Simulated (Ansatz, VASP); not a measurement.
**TaN: VASP beside Ansatz**

```
CELL_PARAMETERS angstrom
-0.06537 2.14631 2.14631
2.14631 -0.06537 2.14631
2.14631 2.14631 -0.06537
ATOMIC_POSITIONS crystal
Ta 0.50000 0.50000 0.50000
N 0.00000 0.00000 0.00000
```

Change from the starting cell: equal xy, yz and zx shear strains of -3 %.

Alike in both runs: task single point; functional PBEsol; k mesh 9 × 9 × 9; occupations fermi-dirac, width 0.02 eV; no spin polarisation.

|  | VASP | Ansatz |
| --- | --- | --- |
| version | VASP 6.6.1 | Ansatz 0.2.0 |
| potentials or method | VASP PAW PBE potentials, release 64 (Ta_pv, N), cutoff 520 eV | all-electron LAPW, scalar-relativistic |

```tsv
	VASP	Ansatz	Ansatz less VASP
pressure (GPa)	5.8	4.7	-1.11
traceless stress, the component that is largest in VASP (GPa)	2.18	2.21	+0.034
```

VASP's potentials were made for PBE, not for PBEsol. Ansatz ran all-electron here, and VASP with PAW potentials.

Spin-orbit coupling is off throughout.
